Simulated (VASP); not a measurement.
HfSi2B2:

```xyz
5
Lattice="3.4721 0.0000 0.0000 -1.7361 3.0069 0.0000 0.0000 0.0000 6.7786" Properties=species:S:1:pos:R:3 pbc="T T T"
Hf    0.0000    0.0000    0.0000
Si    0.0000    0.0000    4.3142
Si    0.0000    0.0000    2.4643
B     0.0000    2.0046    0.0000
B     1.7361    1.0023    0.0000
```

The cell was built from a structure type or drawn by symmetry, and may not be a known phase.

```yaml
Program: VASP 6.6.1
Task: relaxation of cell and atoms
Functional: PBE
Potentials_or_basis: VASP PAW PBE potentials, release 64 (Hf_pv, Si, B)
Cutoff: 600 eV
k_mesh: 6 × 6 × 4
Occupations: gaussian, width 0.1 eV
Spin: no spin polarisation
```

At the start: pressure 56.2 GPa; volume 14.15 Å³/atom.

Task: How do energy, volume and symmetry change on relaxing?

Result: Over 12 steps the energy falls by 872.8 meV/atom and the volume is 20.38 Å³/atom (+44.0 %); space group P6/mmm (No. 191, to 0.1 Å) before and after.

The path:
```csv
step,energy change (eV),largest force (eV/Å),pressure (GPa),volume (Å³)
1,0.0000,7.8391,56.19,70.77
2,-1.9942,0.6302,-7.69,134.60
3,-3.6278,2.9995,4.63,95.79
4,-3.6324,3.0115,5.07,95.24
5,-3.6368,3.0183,5.82,94.37
6,-4.2206,1.3488,-3.12,106.21
7,-4.2262,1.1631,-3.80,107.56
8,-4.3245,1.0568,0.01,102.78
9,-4.3518,0.1723,-1.36,104.17
10,-4.3638,0.0472,-0.06,102.00
11,-4.3639,0.0435,-0.08,102.03
12,-4.3639,0.0229,0.04,101.89
```

Final structure:
```
Hf Si B
1.0
     3.93104    0.00000    0.00000
    -1.96552    3.40438    0.00000
     0.00000    0.00000    7.61319
Hf Si B
1 2 2
Direct
  0.00000 0.00000 0.00000
  0.00000 0.00000 0.64539
  0.00000 0.00000 0.35461
  0.33333 0.66667 0.00000
  0.66667 0.33333 0.00000
```

Caveat: the volume moved by over 15 % at a fixed basis, so the end points are rough.
